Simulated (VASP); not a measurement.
TiTe2:

```
Te Ti
1.0
     3.77700    0.00000    0.00000
    -1.88850    3.27098    0.00000
     0.00000    0.00000    6.49800
Te Ti
2 1
Direct
  0.33333 0.66667 0.73720
  0.66667 0.33333 0.26280
  0.00000 0.00000 0.00000
```

| Quantity | Value |
| --- | --- |
| Program | VASP 6.6.1 |
| Task | relaxation of cell and atoms |
| Functional | PBEsol |
| Dispersion | D4 |
| Potentials or basis | VASP PAW PBE potentials, release 64 (Te, Ti_sv) |
| Cutoff | 600 eV |
| k mesh | 8 × 8 × 4 |
| Occupations | fermi-dirac, width 0.05 eV |
| Spin | no spin polarisation |

At the start: pressure -3.6 GPa; volume 26.76 Å³/atom.

How do energy, volume and symmetry change on relaxing?

Over 10 steps the energy falls by 25.6 meV/atom and the volume is 24.48 Å³/atom (-8.5 %); space group P-3m1 (No. 164, to 0.1 Å) before and after.

The path:
```
step  energy change (eV)  largest force (eV/Å)  pressure (GPa)  volume (Å³)
   1              0.0000                0.1118           -3.59        80.28
   2             -0.0262                0.7364            2.76        73.51
   3             -0.0493                0.3758           -0.08        76.14
   4             -0.0612                0.2743           -0.07        75.44
   5             -0.0698                0.0085            0.05        73.74
   6             -0.0705                0.0720            0.02        74.13
   7             -0.0740                0.0330           -0.13        73.99
   8             -0.0763                0.0363           -0.32        73.76
   9             -0.0751                0.0799            0.68        72.79
  10             -0.0767                0.0000           -0.01        73.45
```

Final structure:
```yaml
crystal:
  lattice:
    - [3.67211, 0.00000, 0.00000]
    - [-1.83605, 3.18014, 0.00000]
    - [0.00000, 0.00000, 6.29008]
  atoms:
    - { symbol: Te, position: [0.33333, 0.66667, 0.72670] }
    - { symbol: Te, position: [0.66667, 0.33333, 0.27330] }
    - { symbol: Ti, position: [0.00000, 0.00000, 0.00000] }
```

Caveat: the PAW data sets were made with another functional, which shifts forces and pressure a little.
